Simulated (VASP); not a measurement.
Ge:

```xyz
2
Lattice="-2.5745 2.5745 1.3974 2.5745 -2.5745 1.3974 2.5745 2.5745 -1.3974" Properties=species:S:1:pos:R:3 pbc="T T T"
Ge    2.5745    0.0000    0.6987
Ge    0.0000    0.0000    1.3974
```

Base run:

* Program: VASP 6.6.1
* Functional: r2SCAN
* Potentials or basis: VASP PAW PBE potentials, release 64 (Ge_d)
* Cutoff: 520 eV
* k mesh: 12 × 12 × 12, shifted
* Occupations: fermi-dirac, width 0.1 eV
* Spin: no spin polarisation

Its results: band gap on the k mesh zero (bands 14 and 15 overlap by 5.06 eV); pressure 0.4 GPa.

Question: The run is repeated on the same cell with these changes: occupations from fermi-dirac, width 0.1 eV to fermi-dirac, width 0.3 eV. What comes out?

Answer: Band gap on the k mesh zero (bands 14 and 15 overlap by 5.06 eV); pressure 0.9 GPa.

Caveats: the PAW data sets were made with another functional, which shifts forces and pressure a little; so wide a smearing shifts energies and pressures (at least some runs).
